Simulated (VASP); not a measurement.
Write the native input for VASP 6.6.1 that does the following.

| Property | Result |
| --- | --- |
| Task | single point |
| Functional | PBE |
| Potentials or basis | VASP PAW PBE potentials, release 64 (Li_sv) |
| Cutoff | 520 eV |
| k mesh | 13 × 13 × 13 |
| Occupations | fermi-dirac, width 0.08 eV |
| Spin | no spin polarisation |
| Dipole correction | no |
| Further INCAR settings | ALGO = Normal; EDIFF = 1e-07; NBANDS = 8 |

The structure of Li lies in POSCAR:

```
Li
1.0
    0.0000000000      2.2680600000      2.2020000000
    2.2680600000      0.0000000000      2.2020000000
    2.2680600000      2.2680600000      0.0000000000
Li
1
Direct
    0.0000000000      0.0000000000      0.0000000000
```

This cell differs from its parent crystal: equal xx and yy strain of +3 %.

One way to write it, as run:

INCAR

```
SYSTEM = Li
  PREC = Accurate
  ENCUT = 520
  EDIFF = 1E-7
  ISMEAR = -1
  SIGMA = 0.08
  LREAL = .FALSE.
  LASPH = .TRUE.
  NELM = 60
  ALGO = Normal
  ISIF = 2
  LWAVE = .FALSE.
  LCHARG = .TRUE.
  GGA = PE
  LELF = .TRUE.
  LVHAR = .TRUE.
  NBANDS = 8
```

KPOINTS

```
Automatic mesh
0
G
  13 13 13
  0 0 0
```

Potentials or basis: VASP PAW PBE potentials, release 64 (Li_sv).

The run is started by

```bash
$ cat potpaw_PBE.64/Li_sv/POTCAR > POTCAR
$ mpirun -np 1 vasp_std > vasp.out
```

Run time: 22 s on 1 thread of Intel(R) Xeon(R) Platinum 8259CL CPU @ 2.50GHz (Skylake/Cascade Lake) (shared host), peak memory 0.14 GiB.
